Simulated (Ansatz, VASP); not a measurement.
**GaGeTe in VASP and in Ansatz**

```
Ga Ge Te
1.0
     2.00609    1.15821   11.40972
    -2.00609    1.15821   11.40972
     0.00000   -2.31643   11.40972
Ga Ge Te
2 2 2
Direct
  0.25147 0.25147 0.25147
  0.74853 0.74853 0.74853
  0.32176 0.32176 0.32176
  0.67824 0.67824 0.67824
  0.11861 0.11861 0.11861
  0.88139 0.88139 0.88139
```

Alike in both runs: functional LDA; k mesh 12 × 12 × 12; occupations gaussian, width 0.01 eV; no spin polarisation.

Ansatz relaxed the structure, and its values are those at the end. VASP's run is a single point on that final structure, the one shown.

|  | VASP | Ansatz |
| --- | --- | --- |
| version | VASP 6.6.1 | Ansatz 0.2.0 |
| potentials or method | VASP PAW LDA potentials, release 64 (Ga_d, Ge_d, Te), cutoff 520 eV | scalar-relativistic, plane waves, PAW |
| valence electrons in the cell | 66 | 86 |

|  | VASP | Ansatz | Ansatz less VASP |
| --- | --- | --- | --- |
| gap on the k mesh at the Fermi level (eV) | 0.02 | 0.03 | +0.010 |
| least direct gap on the mesh (eV) | 0.08 | 0.07 | -0.015 |
| pressure (GPa) | 0.1 | 0.0 | -0.16 |
| rms of the force components (eV/Å) | 0.013 | 0.001 | -0.0115 |

LDA's correlation is that of Perdew and Zunger in VASP and of Perdew and Wang (1992) in Ansatz. VASP's potentials hold 66 valence electrons a cell and Ansatz's 86, so a difference there can come from the potentials and not from the codes.

Spin-orbit coupling is off throughout.
